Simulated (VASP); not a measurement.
# Zn: relaxation of cell and atoms with PBE

Crystal: Zn.

```
Zn
1.0
    -1.56085    1.56085    1.56085
     1.56085   -1.56085    1.56085
     1.56085    1.56085   -1.56085
Zn
1
Direct
  0.00000 0.00000 0.00000
```

```yaml
Program: VASP 6.6.1
Task: relaxation of cell and atoms
Functional: PBE
Potentials_or_basis: VASP PAW PBE potentials, release 64 (Zn)
Cutoff: 600 eV
k_mesh: 14 × 14 × 14
Occupations: fermi-dirac, width 0.1 eV
Spin: no spin polarisation
Dipole_correction: no
Further_INCAR_settings: ALGO = Normal; EDIFF = 1e-06; IBRION = 2; EDIFFG = -0.01; NSW = 80; ISIF = 3
```

* Relaxed volume: 15.40 Å³/atom
* Relaxed cell: a = 2.715 Å, b = 2.715 Å, c = 2.715 Å, α = 109.47°, β = 109.47°, γ = 109.47°
* Space group after relaxing (to 0.05 Å): Im-3m (No. 229)
* Energy gained by relaxing: 0.5 meV/atom
* Ionic steps: 2
* Pressure after relaxing: 0.1 GPa
* Band gap on the k mesh: zero (band 6 reaches 7.30 eV, above the bottom of band 7 at 2.12 eV)

Step by step:
```tsv
step	energy change (eV)	largest force (eV/Å)	pressure (GPa)	volume (Å³)
1	0.0000	0.0000	0.90	15.21
2	-0.0005	0.0000	0.05	15.40
```

Final structure:
```
CELL_PARAMETERS angstrom
-1.56729 1.56729 1.56729
1.56729 -1.56729 1.56729
1.56729 1.56729 -1.56729
ATOMIC_POSITIONS crystal
Zn 0.00000 0.00000 0.00000
```

Levels at points of the mesh, in eV from the Fermi level:
```csv
k point,band 4,band 5,band 6,band 7,band 8,band 9
"(0.00, 0.00, 0.00)",-7.77,-7.27,-7.27,19.02,19.02,19.02
"(0.50, 0.00, 0.00)",-7.24,-6.94,-2.66,-0.99,11.30,12.68
"(0.50, 0.50, 0.50)",-7.02,-7.02,4.19,4.19,4.19,7.48
```

Wall time 12 s on 1 thread of Intel Xeon 6975P-C, on a shared host, peak memory 0.15 GiB.
